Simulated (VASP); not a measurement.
Runs of VASP 6.6.1 on Te. The structure is that of space group Pm-3m (No. 221), or close to it. The cells are those of the table. 

```csv
task,cell,cutoff (eV),gap on the mesh (eV),pressure (GPa)
single point,"a = 3.248 Å, angles 90.5°, 1 atom",520,none,-2.8
single point,"a = 3.218 Å, angles 91.2°, 1 atom",520,none,-1.5
single point,"a = 3.186 Å, angles 91.2°, 1 atom",520,none,0.0
single point,"a = 3.154 Å, angles 91.2°, 1 atom",520,none,(a)
relaxation of shape and atoms at fixed volume,"relaxed from a = 3.154 Å, angles 91.2°, 1 atom",600,none,1.7
```

Alike in all rows: level r2SCAN; potentials or basis VASP PAW PBE potentials, release 64 (Te); no spin polarisation; k mesh 15 × 15 × 15; smearing gaussian 0.1 eV.

**Question.** Fill in the values left out.

**Answer.** (a) 1.8.

Caveats: the PAW data sets were made with another functional, which shifts forces and pressure a little; spin-orbit coupling is left out, which moves the levels of the heavy elements.

A k mesh can miss the band edges, and the runs leave out spin-orbit coupling on Te.

A gap of «none» marks levels without a gap at the run's occupations.
